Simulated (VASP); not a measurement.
# Li (P1) in VASP: a series of runs, part 2 of 2

VASP 6.6.1. The steps go on from the part before.

## 4. Single point, PBE

Contents of INCAR:

```
SYSTEM = Li
ALGO = Normal
EDIFF = 1E-6
ENCUT = 650
GGA = PE
GGA_COMPAT = .False.
ISIF = 2
ISMEAR = -1
LASPH = .True.
LCHARG = .False.
LREAL = .False.
LWAVE = .False.
NBANDS = 38
NELM = 120
PREC = Accurate
SIGMA = 0.1
```

Contents of KPOINTS:

```
k-points
0
Gamma
  3 3 3
  0 0 0
```

Contents of POSCAR:

```
Li
1.0
    6.9800000000      0.0000000000      0.0000000000
    0.0000000000      6.9800000000      0.0000000000
    0.0000000000      0.0000000000      6.9800000000
Li
16
Direct
   -0.0294412607     -0.1316045845      0.1005014327
    0.4749140401     -0.0039828080     -0.0183667622
    0.1413467049      0.4805014327      0.0598137536
   -0.0854584527     -0.0460315186      0.5504011461
    0.2981948424      0.2053008596      0.2752435530
    0.4921919771      0.4558739255      0.0344126074
    0.4992693410      0.0053581662      0.5573782235
    0.7942836676      0.2802578797      0.2617048711
   -0.0430229226      0.5132521490      0.5047707736
    0.2634957020      0.7577077364      0.2497564470
    0.1873065903      0.2254297994      0.7218911175
    0.4323065903      0.4658022923      0.5310744986
    0.6698567335      0.6804727794      0.2704297994
    0.7754584527      0.2548997135      0.8096131805
    0.1576217765      0.6918338109      0.7737965616
    0.6772206304      0.6952292264      0.7637249284
```

Potentials or basis: VASP PAW PBE potentials, release 64 (Li_sv).

On the command line:

```bash
cat potpaw_PBE.64/Li_sv/POTCAR > POTCAR
mpirun -np 1 vasp_std > vasp.out
```

OUTCAR:

```text
SYSTEM = Li
   EDIFF = 1E-6
   ENCUT = 650
   GGA = PE
   ISIF = 2
   ISMEAR = -1
   LASPH = .True.
   LREAL = .False.
   NELM = 120
   PREC = Accurate

 ion  position               nearest neighbor table
   1  0.971  0.868  0.101-  10 2.42
   2  0.475  0.996  0.982-
   3  0.141  0.481  0.060-   6 2.46  15 2.48  10 2.50
   4  0.915  0.954  0.550-
   5  0.298  0.205  0.275-
[... 771 lines left out ...]
  -------------------------------------------------------------------------------------
  Total       -0.5398654      0.2867782     -0.0174905     -0.6026585      0.3037775      0.7008132
  in kB       -2.5434886      1.3511094     -0.0824035     -2.8393285      1.4311988      3.3017682
  external PRESSURE =      -0.4249276 kB  Pullay stress =       0.0000000 kB

 VOLUME and BASIS-vectors are now :
 -----------------------------------------------------------------------------
  energy-cutoff  :      650.00
  volume of cell :      340.07
      direct lattice vectors                 reciprocal lattice vectors
     6.980000000  0.000000000  0.000000000     0.143266476  0.000000000  0.000000000
     0.000000000  6.980000000  0.000000000     0.000000000  0.143266476  0.000000000
     0.000000000  0.000000000  6.980000000     0.000000000  0.000000000  0.143266476

 POSITION                                       TOTAL-FORCE (eV/Angst)
 -----------------------------------------------------------------------------------
      6.77450      6.06140      0.70150        -0.496215      0.539317     -0.429793
      3.31490      6.95220      6.85180         0.013786     -0.077176      0.023655
      0.98660      3.35390      0.41750        -0.881074     -0.444223      0.041033
      6.38350      6.65870      3.84180         0.194866      0.048852     -0.264844
      2.08140      1.43300      1.92120        -0.341920     -0.219616      0.106368
      3.43550      3.18200      0.24020         0.148435     -0.080640     -0.370826
[... 8 lines left out ...]
      1.10020      4.82900      5.40110         0.397370      0.475999     -0.154647
      4.72700      4.85270      5.33080         0.182913     -0.020435      0.217035
 -----------------------------------------------------------------------------------
    total drift:                                0.001968      0.003146      0.001181

  FREE ENERGIE OF THE ION-ELECTRON SYSTEM (eV)
  ---------------------------------------------------
  free  energy   TOTEN  =       -28.9474244022 eV

  energy  without entropy=      -28.6965615736  energy(sigma->0) =      -28.82199299
```

OSZICAR:

```text
N       E                     dE             d eps       ncg     rms          rms(c)
DAV:   1     0.299703217224E+03    0.29970E+03   -0.23564E+04  1072   0.143E+03
DAV:   2     0.476124661980E+02   -0.25209E+03   -0.23560E+03  1080   0.377E+02
DAV:   3    -0.124830734082E+02   -0.60096E+02   -0.58263E+02  2000   0.865E+01
DAV:   4    -0.260035361351E+02   -0.13520E+02   -0.13268E+02  1786   0.688E+01
DAV:   5    -0.292331055842E+02   -0.32296E+01   -0.32272E+01  1928   0.206E+01    0.195E+00
DAV:   6    -0.289807363563E+02    0.25237E+00   -0.10772E+00  1538   0.578E+00    0.865E-01
DAV:   7    -0.289470519239E+02    0.33684E-01   -0.20634E-01  1816   0.182E+00    0.258E-01
DAV:   8    -0.289473498619E+02   -0.29794E-03   -0.39293E-02  1672   0.839E-01    0.150E-01
DAV:   9    -0.289474313313E+02   -0.81469E-04   -0.39082E-03  1704   0.262E-01    0.710E-02
DAV:  10    -0.289474226337E+02    0.86976E-05   -0.51217E-04  1752   0.105E-01    0.203E-02
DAV:  11    -0.289474278989E+02   -0.52652E-05   -0.12272E-04  1736   0.461E-02    0.107E-02
DAV:  12    -0.289474249368E+02    0.29621E-05   -0.61802E-06  1472   0.207E-02    0.297E-03
DAV:  13    -0.289474244022E+02    0.53460E-06   -0.33056E-06  1208   0.104E-02
   1 F= -.28947424E+02 E0= -.28821993E+02  d E =-.250863E+00
```

stdout:

```text
POSCAR found type information on POSCAR Li
 POSCAR found :  1 types and      16 ions
 scaLAPACK will be used
 LDA part: xc-table for (Slater+PW92), standard interpolation
 POSCAR, INCAR and KPOINTS ok, starting setup
 FFT: planning ... GRIDC
 FFT: planning ... GRID_SOFT
 FFT: planning ... GRID
 WAVECAR not read
 entering main loop
```

Run time: 3.7 min. Hardware: 1 thread of Intel Xeon Platinum 8488C (Sapphire Rapids), shared host; peak memory 0.56 GiB.

What came out:

- Free energy: -28.9474 eV
- Pressure: 0.0 GPa
- Largest force: 0.988 eV/Å
- Band gap on the k mesh: zero (bands 24 and 25 overlap by 0.38 eV)

Forces in eV/Å, atoms in the order of the input:
```
Li  -0.496  0.539 -0.430
Li   0.014 -0.077  0.024
Li  -0.881 -0.444  0.041
Li   0.195  0.049 -0.265
Li  -0.342 -0.220  0.106
Li   0.148 -0.081 -0.371
Li   0.079 -0.115 -0.180
Li  -0.143 -0.450 -0.042
Li   0.179 -0.011 -0.137
Li   0.434  0.079  0.759
Li  -0.017 -0.170  0.292
Li   0.188  0.070  0.011
Li   0.059  0.330  0.140
Li   0.002  0.045 -0.011
Li   0.397  0.476 -0.155
Li   0.183 -0.020  0.217
```

Levels at points of the mesh, in eV from the Fermi level:
| k point | band 21 | band 22 | band 23 | band 24 | band 25 | band 26 | band 27 | band 28 |
| --- | --- | --- | --- | --- | --- | --- | --- | --- |
| (0.00, 0.00, 0.00) | -1.11 | -1.07 | -0.95 | 0.23 | 0.33 | 0.36 | 0.46 | 0.54 |

## 5. The runs side by side

| cell | gap on the mesh (eV) | pressure (GPa) | largest force (eV/Å) |
| --- | --- | --- | --- |
| as given, atomic positions A | none | -0.5 | 0.62 |
| as given, atomic positions B | none | 0.1 | 0.74 |
| as given, atomic positions C | none | 0.0 | 0.99 |

Alike in all rows: task single point; level PBE; potentials or basis VASP PAW PBE potentials, release 64 (Li_sv); no spin polarisation; k mesh 3 × 3 × 3; cutoff (eV) 650; smearing fermi-dirac 0.1 eV.

Absolute energies hang on the potentials; compare differences alone.
